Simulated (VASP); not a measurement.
Set up this calculation in VASP 6.6.1, as the native input.

```yaml
Task: single point
Functional: PBE
Potentials_or_basis: VASP PAW PBE potentials, release 64 (Bi_d)
Cutoff: 520 eV
k_mesh: 6 × 6 × 1
Occupations: fermi-dirac, width 0.02 eV
Spin: no spin polarisation
Dipole_correction: yes
Further_INCAR_settings: ALGO = Normal; EDIFF = 1e-06; NBANDS = 22
```

The structure of Bi lies in POSCAR:

```
Bi
1.0
    4.3503262602      0.0000000000      0.0000000000
   -2.1751631301      3.7674930561      0.0000000000
    0.0000000000      0.0000000000     27.0530695984
Bi
2
Direct
    0.3333333333      0.6666666667      0.3124841456
    0.6666666667      0.3333333333      0.3760342028
```

These files were run (other wordings do the same):

INCAR

```
ALGO = Normal ; DIPOL = 0.5 0.5 0.344
EDIFF = 1E-6 ; ENCUT = 520
GGA = PE ; IDIPOL = 3
ISIF = 2 ; ISMEAR = -1
LASPH = T ; LCHARG = F
LDIPOL = T ; LREAL = F
LWAVE = F ; NBANDS = 22
NELM = 80 ; PREC = Accurate
SIGMA = 0.02
```

KPOINTS

```
k-points
0
Gamma
  6 6 1
```

Potentials or basis: VASP PAW PBE potentials, release 64 (Bi_d).

Run with:

```bash
$ cat potpaw_PBE.64/Bi_d/POTCAR > POTCAR
$ mpirun -np 1 vasp_std > vasp.out
```

It gave:

| Item | Value |
| --- | --- |
| Largest force | 0.020 eV/Å |
| Band gap on the k mesh | 0.56 eV, direct |

Caveat: spin-orbit coupling is left out, which moves the levels of the heavy elements.

It took 62 s on 1 thread of Intel(R) Xeon(R) 6975P-C (Granite Rapids), on a shared host, peak memory 0.46 GiB.
